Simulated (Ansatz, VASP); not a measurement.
## C in VASP and in Ansatz

```
C
1.0
    -0.00711    1.74307    1.74307
     1.74307   -0.00711    1.74307
     1.74307    1.74307   -0.00711
C
2
Direct
  0.00023 0.00023 0.00023
  0.24977 0.24977 0.24977
```

Change from the starting cell: strained cell.

Alike in both runs: task relaxation of the atoms; functional PBEsol; k mesh 9 × 9 × 9; occupations gaussian, width 0.02 eV; no spin polarisation.

```csv
,VASP,Ansatz
version,VASP 6.6.1,Ansatz 0.2.0
potentials or method,"VASP PAW PBE potentials, release 64 (C), cutoff 520 eV","scalar-relativistic, plane waves, PAW"
valence electrons in the cell,8,8
```

```tsv
	VASP	Ansatz	Ansatz less VASP
gap on the k mesh at the Fermi level, each at its own relaxed structure (eV)	4.16	4.16	+0.008
```

VASP's potentials were made for PBE, not for PBEsol, and Ansatz warns of the same on its side. Ansatz's warnings: stress scf threshold loose.
